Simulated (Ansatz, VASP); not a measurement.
WS2 in VASP and in Ansatz

```
W S
1.0
     3.14578    0.00000    0.00000
    -1.57289    2.72432    0.00000
     0.00000    0.00000   16.95342
W S
1 2
Direct
  0.33333 0.66667 0.00000
  0.66667 0.33333 0.90463
  0.66667 0.33333 0.08947
```

Change from the starting cell: all S atoms moved -0.050 Å, as atom 2 towards its neighbour atom 3 (S) at 3.134 Å.

Alike in both runs: task single point; functional PBEsol; k mesh 12 × 12 × 2; occupations gaussian, width 0.05 eV; no spin polarisation.

|  | VASP | Ansatz |
| --- | --- | --- |
| version | VASP 6.6.1 | Ansatz 0.2.0 |
| potentials or method | VASP PAW PBE potentials, release 64 (W_sv, S), cutoff 520 eV | scalar-relativistic, plane waves, PAW |
| valence electrons in the cell | 26 | 26 |

Ansatz gave:

```
gap on the k mesh at the Fermi level (eV) : 1.94
least direct gap on the mesh (eV)         : 1.94
rms of the force components (eV/Å)        : 0.683
```

Question: Which values does VASP return?

Answer: gap on the k mesh at the Fermi level (eV): 1.94; least direct gap on the mesh (eV): 1.94; rms of the force components (eV/Å): 0.685.

VASP's potentials were made for PBE, not for PBEsol. Atom by atom the forces differ by 0.011 eV/Å (rms over components).

Spin-orbit coupling is off throughout.
